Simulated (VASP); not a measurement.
A run of VASP 6.6.1 is set up as follows.

Contents of INCAR:

```
PREC = Accurate
ENCUT = 520
EDIFF = 1E-6
ISMEAR = 0
SIGMA = 0.05
LREAL = False
LASPH = True
NELM = 80
ALGO = Normal
ISIF = 2
LWAVE = False
LCHARG = True
GGA = PS
LELF = True
LVHAR = True
NBANDS = 16
```

Contents of KPOINTS:

```
Automatic mesh
0
Gamma
  8 8 8
```

File POSCAR:

```
GaP
1.0
    0.0000000000      2.7192251048      2.7192251048
    2.7192251048      0.0000000000      2.7192251048
    2.7192251048      2.7192251048      0.0000000000
Ga P
1 1
Direct
    0.0000000000      0.0000000000      0.0000000000
    0.7500000000      0.7500000000      0.7500000000
```

Potentials or basis: VASP PAW PBE potentials, release 64 (Ga_d, P).

Command:

```console
$ cat potpaw_PBE.64/Ga_d/POTCAR potpaw_PBE.64/P/POTCAR > POTCAR
$ mpirun -np 1 vasp_std > vasp.out
```

(1) What does it give for the pressure?

(2) Predict the band gap on the k mesh.

## Answers

(1) -0.1 GPa.

(2) 1.50 eV, indirect (least direct gap 1.80 eV).

Caveat: the PAW data sets were made with another functional, which shifts forces and pressure a little.

**The experiment to reproduce.**

“Stacking defects in GaP nanowires: Electronic structure and optical properties”, 2018, arxiv:1810.01194 quotes, for a bulk crystal of GaP at 10 K: band gap 2.34 eV (indirect).

Against the measured gap of GaP, 2.34 eV (indirect; 10 K; quoted in “Stacking defects in GaP nanowires: Electronic structure and optical properties”, 2018, arxiv:1810.01194), the calculated 1.50 eV is off by -0.84 eV. Spin-orbit coupling on Ga is left out. The value is that of PBEsol on a finite k mesh, which can miss the band edges, without temperature or zero-point motion. Semilocal functionals fall short of measured gaps as a rule.
